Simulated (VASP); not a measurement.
Write the native input for VASP 6.6.1 that does the following.

- Task: single point
- Functional: LDA
- Potentials or basis: VASP PAW LDA potentials, release 64 (S, K_sv)
- Cutoff: 500 eV
- k mesh: 4 × 4 × 4
- Occupations: gaussian, width 0.01 eV
- Spin: no spin polarisation
- Dipole correction: no
- Further INCAR settings: ALGO = Normal; EDIFF = 1e-06; NBANDS = 19

The structure of K2S lies in POSCAR:

```
K2S
1.0
    0.0000000000      3.7027568516      3.7027568516
    3.7027568516      0.0000000000      3.7027568516
    3.7027568516      3.7027568516      0.0000000000
S K
1 2
Direct
    0.0000000000      0.0000000000      0.0000000000
    0.2500000000      0.2500000000      0.2500000000
    0.7500000000      0.7500000000      0.7500000000
```

These files were run (other wordings do the same):

INCAR

```
  PREC = Accurate
  ENCUT = 500
  EDIFF = 1E-6
  ISMEAR = 0
  SIGMA = 0.01
  LREAL = False
  LASPH = True
  NELM = 120
  ALGO = Normal
  ISIF = 2
  LWAVE = False
  LCHARG = False
  NBANDS = 19
  GGA_COMPAT = False
```

KPOINTS

```
Automatic mesh
0
Gamma
  4 4 4
```

Potentials or basis: VASP PAW LDA potentials, release 64 (S, K_sv).

Launch:

```sh
$ cat potpaw_LDA.64/S/POTCAR potpaw_LDA.64/K_sv/POTCAR > POTCAR
$ mpirun -np 1 vasp_std > vasp.out
```

It gave:

The pressure is -1.7 GPa and the band gap on the k mesh is 2.11 eV, indirect (least direct gap 2.32 eV).

It used 56 s of CPU time on 1 thread of AMD EPYC 7R13 Processor (Zen 3), with other jobs on the host.
